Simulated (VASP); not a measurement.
Input of a VASP 6.6.1 run:

The input POSCAR:

```
AlGaN2
1.0
    3.1879902044      0.0000000000      0.0000000000
    0.0000000000      3.1879902044      0.0000000000
    0.0000000000      0.0000000000      4.4238379400
Al Ga N
1 1 2
Direct
    0.5000000000      0.5000000000      0.5000000000
    0.0000000000      0.0000000000      0.0000000000
    0.5000000000      0.0000000000      0.7382648100
    0.0000000000      0.5000000000      0.2617351900
```

The input INCAR.step1:

```
SYSTEM = AlGaN2
PREC     = Accurate       ! precision mode
ENCUT    = 520            ! plane-wave cutoff, eV
ISMEAR   = 0              ! smearing method
SIGMA    = 0.05           ! smearing width, eV
LREAL    = .False.        ! projectors in reciprocal space
LASPH    = .True.         ! aspherical terms in the spheres
NELM     = 60             ! most SCF steps
NBANDS   = 21             ! bands
GGA      = PE             ! functional
ALGO     = Normal         ! electronic algorithm
EDIFF    = 1E-4           ! SCF threshold, eV
LWAVE    = .True.         ! write WAVECAR
LCHARG   = .False.        ! write CHGCAR
```

The input INCAR.step2:

```
SYSTEM = AlGaN2
PREC     = Accurate       ! precision mode
ENCUT    = 520            ! plane-wave cutoff, eV
EDIFF    = 1E-6           ! SCF threshold, eV
ISMEAR   = 0              ! smearing method
SIGMA    = 0.05           ! smearing width, eV
LREAL    = .False.        ! projectors in reciprocal space
LASPH    = .True.         ! aspherical terms in the spheres
NELM     = 60             ! most SCF steps
ALGO     = Normal         ! electronic algorithm
ISIF     = 2              ! what is computed and relaxed
LWAVE    = .False.        ! write WAVECAR
LCHARG   = .False.        ! write CHGCAR
METAGGA  = R2SCAN         ! meta-GGA
LMIXTAU  = .True.       
NBANDS   = 21             ! bands
ISTART   = 1
```

File KPOINTS:

```
regular mesh
0
Gamma
  8 8 6
  0 0 0
```

Potentials or basis: VASP PAW PBE potentials, release 64 (Al, Ga_d, N).

Command:

```sh
$ cat potpaw_PBE.64/Al/POTCAR potpaw_PBE.64/Ga_d/POTCAR potpaw_PBE.64/N/POTCAR > POTCAR
$ cp INCAR.step1 INCAR
$ mpirun -np 1 vasp_std > vasp.out
$ cp INCAR.step2 INCAR
$ mpirun -np 1 vasp_std > vasp.out
```

(1) Estimate the band gap on the k mesh.

(2) What does it give for the largest force?

(3) Predict the pressure.

## Answers

(1) 3.15 eV, direct.

(2) 0.019 eV/Å.

(3) -5.8 GPa.

Caveat: the cell differs from its parent crystal (strain +0.015 along x and y, +0.000 along z); the PAW data sets were made with another functional, which shifts forces and pressure a little.
